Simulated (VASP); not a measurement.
Set up this calculation in VASP 6.6.1, as the native input.

```
Task                   : single point
Functional             : PBE
Potentials or basis    : VASP PAW PBE potentials, release 64 (Zn, S)
Cutoff                 : 500 eV
k mesh                 : 11 × 11 × 6
Occupations            : fermi-dirac, width 0.05 eV
Spin                   : no spin polarisation
Dipole correction      : no
Further INCAR settings : ALGO = Normal; EDIFF = 1e-06; NBANDS = 26
```

The structure of ZnS (NiAs type) lies in POSCAR:

```
ZnS
1.0
    3.6244254154      0.0000000000      0.0000000000
   -1.8122127077      3.1388444839      0.0000000000
    0.0000000000      0.0000000000      5.9137247058
Zn S
2 2
Direct
    0.0000000000      0.0000000000      0.0000000000
    0.0000000000      0.0000000000      0.5000000000
    0.3333333333      0.6666666667      0.2500000000
    0.6666666667      0.3333333333      0.7500000000
```

The input as run:

INCAR

```
ALGO = Normal
EDIFF = 1E-6
ENCUT = 500
GGA = PE
GGA_COMPAT = F
ISIF = 2
ISMEAR = -1
LASPH = T
LCHARG = F
LREAL = F
LWAVE = F
NBANDS = 26
NELM = 120
PREC = Accurate
SIGMA = 0.05
```

KPOINTS

```
k-points
0
Gamma
  11 11 6
```

Potentials or basis: VASP PAW PBE potentials, release 64 (Zn, S).

Launch:

```sh
$ cat potpaw_PBE.64/Zn/POTCAR potpaw_PBE.64/S/POTCAR > POTCAR
$ mpirun -np 1 vasp_std > vasp.out
```

It gave:

```
Pressure               : 0.2 GPa
Band gap on the k mesh : 0.55 eV, indirect (least direct gap 1.52 eV)
```

Run time: 87 s on 1 thread of Intel Xeon 6975P-C (shared host), peak memory 0.23 GiB.
